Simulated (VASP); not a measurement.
# Sr (Pm-3n) in VASP: single point with PBE

Aim: the single point of Sr with PBE.

Everything below comes from runs of VASP 6.6.1. Logs are shortened: lines on timing, memory, paths and dates and some standing lists are left out, and cuts for length are marked.

**1. The cell of the first run**

The structure is cubic, space group Pm-3n (No. 223). Conventional cell: a = 7.630 Å, b = 7.630 Å, c = 7.630 Å, α = 90.00°, β = 90.00°, γ = 90.00°. Sr (site symmetry m-3) has 12 Sr at 4.27 Å within 5.6 Å. Within 5.0 Å of Sr (site symmetry -4m2) lie 14 Sr at 3.81 to 4.67 Å.

**2. Single point, PBE**

Input file INCAR:

```
SYSTEM = Sr
  ALGO = Normal
  EDIFF = 1E-6
  ENCUT = 520
  GGA = PE
  ISIF = 2
  ISMEAR = -1
  LASPH = .TRUE.
  LCHARG = .FALSE.
  LREAL = .FALSE.
  LWAVE = .FALSE.
  NBANDS = 50
  NELM = 60
  PREC = Accurate
  SIGMA = 0.1
```

Input file KPOINTS:

```
k-points
0
G
  5 5 5
  0 0 0
```

Input file POSCAR:

```
Sr
1.0
    7.6296355617      0.0000000000      0.0000000000
    0.0000000000      7.6296355617      0.0000000000
    0.0000000000      0.0000000000      7.6296355617
Sr
8
Direct
    0.0000000000      0.0000000000      0.0000000000
    0.5000000000      0.5000000000      0.5000000000
    0.2500000000      0.0000000000      0.5000000000
    0.7500000000      1.0000000000      0.5000000000
    0.5000000000      0.2500000000      0.0000000000
    0.5000000000      0.7500000000      0.0000000000
    0.0000000000      0.5000000000      0.2500000000
    1.0000000000      0.5000000000      0.7500000000
```

Potentials or basis: VASP PAW PBE potentials, release 64 (Sr_sv).

Run with:

```
> cat potpaw_PBE.64/Sr_sv/POTCAR > POTCAR
> mpirun -np 1 vasp_std > vasp.out
```

OUTCAR:

```text
SYSTEM = Sr
   EDIFF = 1E-6
   ENCUT = 520
   GGA = PE
   ISIF = 2
   ISMEAR = -1
   LASPH = .TRUE.
   LREAL = .FALSE.
   NELM = 60
   PREC = Accurate

 ion  position               nearest neighbor table
   1  0.000  0.000  0.000-   3 4.27   4 4.27   5 4.27   6 4.27   7 4.27   8 4.27   3 4.27   4 4.27
                             7 4.27   8 4.27   5 4.27   6 4.27
   2  0.500  0.500  0.500-   3 4.27   4 4.27   5 4.27   6 4.27   7 4.27   8 4.27   5 4.27   6 4.27
                             3 4.27   4 4.27   7 4.27   8 4.27
   3  0.250  0.000  0.500-   4 3.81   4 3.81   1 4.27   1 4.27   2 4.27   2 4.27   5 4.67   6 4.67
                             6 4.67   5 4.67   8 4.67   7 4.67   8 4.67   7 4.67
   4  0.750  0.000  0.500-   3 3.81   3 3.81   1 4.27   1 4.27   2 4.27   2 4.27   5 4.67   6 4.67
                             6 4.67   5 4.67   8 4.67   7 4.67   8 4.67   7 4.67
   5  0.500  0.250  0.000-   6 3.81   6 3.81   1 4.27   2 4.27   2 4.27   1 4.27   3 4.67   4 4.67
                             3 4.67   4 4.67   8 4.67   7 4.67   7 4.67   8 4.67
   6  0.500  0.750  0.000-   5 3.81   5 3.81   1 4.27   2 4.27   2 4.27   1 4.27   3 4.67   4 4.67
                             3 4.67   4 4.67   8 4.67   7 4.67   7 4.67   8 4.67
   7  0.000  0.500  0.250-   8 3.81   8 3.81   1 4.27   2 4.27   1 4.27   2 4.27   3 4.67   4 4.67
                             5 4.67   3 4.67   4 4.67   6 4.67   5 4.67   6 4.67
   8  0.000  0.500  0.750-   7 3.81   7 3.81   1 4.27   2 4.27   1 4.27   2 4.27   3 4.67   4 4.67
                             5 4.67   3 4.67   4 4.67   6 4.67   5 4.67   6 4.67

  LATTYP: Found a simple cubic cell.
 ALAT       =     7.6296355617

  Lattice vectors:

 A1 = (   7.6296355617,   0.0000000000,   0.0000000000)
 A2 = (   0.0000000000,   7.6296355617,   0.0000000000)
 A3 = (   0.0000000000,   0.0000000000,   7.6296355617)

Analysis of symmetry for initial positions (statically):
=====================================================================
 Subroutine PRICEL returns:
 Original cell was already a primitive cell.

 Routine SETGRP: Setting up the symmetry group for a
 simple cubic supercell.

 Subroutine GETGRP returns: Found 48 space group operations
 (whereof 24 operations were pure point group operations)
 out of a pool of 48 trial point group operations.

The static configuration has the point symmetry T_h .
 The point group associated with its full space group is O_h .

Analysis of symmetry for dynamics (positions and initial velocities):
=====================================================================
 Subroutine PRICEL returns:
 Original cell was already a primitive cell.

 Routine SETGRP: Setting up the symmetry group for a
 simple cubic supercell.

[... 111 lines left out ...]
   TEBEG  =    0.0;   TEEND  =   0.0 temperature during run
   PSTRESS=    0.0 pullay stress
   NELECT =      80.0000    total number of electrons
   NUPDOWN=      -1.0000    fix difference up-down
   EMIN   =  10.00;   EMAX   =-10.00  energy-range for DOS
   EFERMI =   0.00;   METHOD = LEGACY
   ISMEAR =    -1;   SIGMA  =   0.10  broadening in eV -4-tet -1-fermi 0-gaus
   EFERMI_NEDOS =   21; number of points for ismear=-14 and -15
   IALGO  =     38    algorithm
   IMIX   =      4    mixing-type and parameters
     AMIX     =   0.40;   BMIX     =  1.00
     AMIX_MAG =   1.60;   BMIX_MAG =  1.00
  volume/ion in A,a.u.               =      55.52       374.64
  Fermi-wavevector in a.u.,A,eV,Ry     =   0.924558  1.747162 11.630373  0.854808
  Thomas-Fermi vector in A             =   2.050317
   LORBIT       =      0    0 simple, 1 ext, 2 COOP (PROOUT), +10 PAW based schemes
   GGA     = PE    functional components
   LHFCALC =     F    Hartree Fock is set to
   AEXX    =    0.0000 exact exchange contribution
   IVDW    =     0    specifies the selected vdW correction
   LEPSILON=     F    determine dielectric tensor
   LRPA    =     F    only Hartree local field effects (RPA)
 non-spin polarized calculation
  energy-cutoff  :      520.00
  volume of cell :      444.13
 maximum number of plane-waves:     11981
 NGX is ok and might be reduce to    60
   NGX = 29   NGY = 29   NGZ = 29

 number of electron      79.9999997 magnetization

 Free energy of the ion-electron system (eV)
  ---------------------------------------------------
  ext. energy  EPLUGINS =         0.00000000
  ---------------------------------------------------
  free energy    TOTEN  =       -12.97571825 eV

  energy without entropy =      -12.68973413  energy(sigma->0) =      -12.83272619

 E-fermi :   1.5325     XC(G=0):  -7.3182

 val. band max:        1.5111647927   @ k =   0.2000   0.2000   0.0000
 cond. band min:       1.5429509947   @ k =   0.2000   0.2000   0.0000
 fundamental gap:      0.0317862020
 Fermi energy:         1.5325065786

 k-point     1 :       0.0000    0.0000    0.0000
  band No.  band energies     occupation
      1     -35.1074      2.00000
      2     -35.1008      2.00000
      3     -35.0937      2.00000
      4     -35.0937      2.00000
      5     -35.0909      2.00000
      6     -35.0747      2.00000
[... 519 lines left out ...]
     49       2.6992      0.00002
     50       2.7023      0.00002

------------------------ aborting loop because EDIFF is reached ----------------------------------------

  FORCE on cell =-STRESS in cart. coord.  units (eV):
  Direction    XX          YY          ZZ          XY          YZ          ZX
  --------------------------------------------------------------------------------------
  -------------------------------------------------------------------------------------
  Total        0.0101575      0.0101575      0.0101575      0.0000000     -0.0000000      0.0000000
  in kB        0.0366427      0.0366427      0.0366427      0.0000000     -0.0000000      0.0000000
  external PRESSURE =       0.0366427 kB  Pullay stress =       0.0000000 kB

 VOLUME and BASIS-vectors are now :
 -----------------------------------------------------------------------------
  energy-cutoff  :      520.00
  volume of cell :      444.13
      direct lattice vectors                 reciprocal lattice vectors
     7.629635562  0.000000000  0.000000000     0.131067859  0.000000000  0.000000000
     0.000000000  7.629635562  0.000000000     0.000000000  0.131067859  0.000000000
     0.000000000  0.000000000  7.629635562     0.000000000  0.000000000  0.131067859

 POSITION                                       TOTAL-FORCE (eV/Angst)
 -----------------------------------------------------------------------------------
      0.00000      0.00000      0.00000        -0.000000      0.000000      0.000000
      3.81482      3.81482      3.81482        -0.000000      0.000000      0.000000
      1.90741      0.00000      3.81482        -0.000000      0.000000      0.000000
      5.72223      0.00000      3.81482         0.000000      0.000000      0.000000
      3.81482      1.90741      0.00000         0.000000      0.000000      0.000000
      3.81482      5.72223      0.00000        -0.000000      0.000000      0.000000
      0.00000      3.81482      1.90741         0.000000     -0.000000     -0.000000
      0.00000      3.81482      5.72223         0.000000     -0.000000      0.000000
 -----------------------------------------------------------------------------------
    total drift:                                0.000000      0.000000     -0.000000

  FREE ENERGIE OF THE ION-ELECTRON SYSTEM (eV)
  ---------------------------------------------------
  free  energy   TOTEN  =       -12.9757182463 eV

  energy  without entropy=      -12.6897341263  energy(sigma->0) =      -12.83272619
```

stdout:

```text
POSCAR found type information on POSCAR Sr
 POSCAR found :  1 types and       8 ions
 scaLAPACK will be used
 LDA part: xc-table for (Slater+PW92), standard interpolation
 POSCAR, INCAR and KPOINTS ok, starting setup
 FFT: planning ... GRIDC
 FFT: planning ... GRID_SOFT
 FFT: planning ... GRID
 WAVECAR not read
 entering main loop
```

Wall time 9 min (1 thread of AMD EPYC 7R43 (Zen 3), shared host); peak memory 0.53 GiB.

Results:

```
Free energy            : -12.9757 eV
Pressure               : 0.0 GPa
Band gap on the k mesh : zero (bands 40 and 41 overlap by 0.37 eV)
```

Levels at points of the mesh, in eV from the Fermi level:
```tsv
k point	band 36	band 37	band 38	band 39	band 40	band 41	band 42	band 43	band 44	band 45
(0.00, 0.00, 0.00)	-1.16	-0.58	-0.58	-0.58	0.28	0.28	0.28	0.35	0.35	0.35
```
